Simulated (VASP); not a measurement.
Runs of VASP 6.6.1 on NaI. The structure is that of space group Fm-3m (No. 225), or close to it. The cells are those of the table. 

```tsv
cell	gap on the mesh (eV)	pressure (GPa)
a = 4.569 Å, angles 60.0°, 2 atoms	(a)	0.5
a = 4.753 Å, angles 60.0°, 2 atoms	3.37	-1.1
a = 4.707 Å, angles 60.0°, 2 atoms	(b)	-0.8
a = 4.522 Å, angles 60.0°, 2 atoms	3.74	1.1
a = 4.616 Å, angles 60.0°, 2 atoms	3.57	0.0
a = 4.662 Å, angles 60.0°, 2 atoms	3.50	-0.4
a = 4.466, b = 4.374, c = 4.374 Å, angles 60.0, 60.7, 60.7°, 2 atoms	3.89	2.7
```

Alike in all rows: task single point; level PBE; potentials or basis VASP PAW PBE potentials, release 64 (Na_pv, I); no spin polarisation; k mesh 6 × 6 × 6; cutoff (eV) 520; smearing gaussian 0.02 eV.

Q: Estimate the missing entries.

A: (a) 3.65; (b) 3.43.

Caveats: spin-orbit coupling is left out, which moves the levels of the heavy elements.

A k mesh can miss the band edges, and the runs leave out spin-orbit coupling on I.
